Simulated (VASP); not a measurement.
A run of VASP 6.6.1 is set up as follows.

The input INCAR:

```
SYSTEM = TiAl
PREC     = Accurate       ! precision mode
ENCUT    = 520            ! plane-wave cutoff, eV
EDIFF    = 1E-6           ! SCF threshold, eV
ISMEAR   = -1             ! smearing method
SIGMA    = 0.05           ! smearing width, eV
LREAL    = .False.        ! projectors in reciprocal space
LASPH    = .True.         ! aspherical terms in the spheres
NELM     = 60             ! most SCF steps
ALGO     = Fast           ! electronic algorithm
ISIF     = 2              ! what is computed and relaxed
LWAVE    = .False.        ! write WAVECAR
LCHARG   = .True.         ! write CHGCAR
LELF     = .True.         ! ELF
LVHAR    = .True.       
NBANDS   = 14             ! bands
```

File KPOINTS:

```
Automatic mesh
0
Gamma
  11 11 6
  0 0 0
```

File POSCAR:

```
TiAl
1.0
    2.8672622327      0.0000000000      0.0000000000
   -1.4336311163      2.4831219328      0.0000000000
    0.0000000000      0.0000000000      4.6780830000
Ti Al
1 1
Direct
    0.0000000000      0.0000000000      0.0000000000
    0.3333333333      0.6666666667      0.5000000000
```

Potentials or basis: VASP PAW LDA potentials, release 64 (Ti_sv, Al).

The run is started by

```console
$ cat potpaw_LDA.64/Ti_sv/POTCAR potpaw_LDA.64/Al/POTCAR > POTCAR
$ mpirun -np 1 vasp_std > vasp.out
```

(1) Predict the pressure.

Answers

(1) -6.1 GPa.
